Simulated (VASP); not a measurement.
Wanted: the native input for a VASP 6.6.1 run.

* Task: single point
* Functional: PBEsol
* Potentials or basis: VASP PAW PBE potentials, release 64 (Al, Cu)
* Cutoff: 520 eV
* k mesh: 14 × 14 × 14
* Occupations: gaussian, width 0.15 eV
* Spin: no spin polarisation
* Dipole correction: no
* Further INCAR settings: ALGO = Fast; EDIFF = 1e-07; NBANDS = 18

The structure of Al3Cu lies in POSCAR:

```
Al3Cu
1.0
    3.9035786739     -0.2054515092     -0.2054515092
   -0.2054515092      3.9035786739     -0.2054515092
   -0.2054515092     -0.2054515092      3.9035786739
Al Cu
3 1
Direct
    0.0000000000      0.5000000000      0.5000000000
    0.5000000000      0.0000000000      0.5000000000
    0.5000000000      0.5000000000      0.0000000000
    0.0000000000      0.0000000000      0.0000000000
```

This cell differs from its parent crystal: ratio of the length along [111] to the lengths across it x 0.85, volume and fractional coordinates fixed.

These files were run (other wordings do the same):

INCAR

```
SYSTEM = Al3Cu
PREC = Accurate
ENCUT = 520
EDIFF = 1E-7
ISMEAR = 0
SIGMA = 0.15
LREAL = .FALSE.
LASPH = .TRUE.
NELM = 100
ALGO = Fast
ISIF = 2
LWAVE = .FALSE.
LCHARG = .FALSE.
GGA = PS
NBANDS = 18
```

KPOINTS

```
Automatic mesh
0
G
  14 14 14
  0 0 0
```

Potentials or basis: VASP PAW PBE potentials, release 64 (Al, Cu).

Launch:

```console
$ cat potpaw_PBE.64/Al/POTCAR potpaw_PBE.64/Cu/POTCAR > POTCAR
$ mpirun -np 1 vasp_std > vasp.out
```

It gave:

```yaml
Pressure: 2.6 GPa
Band_gap_on_the_k_mesh: zero (bands 10 and 11 overlap by 4.93 eV)
```

Caveat: the PAW data sets were made with another functional, which shifts forces and pressure a little.

Wall time 11 min on 1 thread of Intel(R) Xeon(R) Platinum 8375C CPU @ 2.90GHz (Ice Lake) (shared host), peak memory 0.39 GiB.
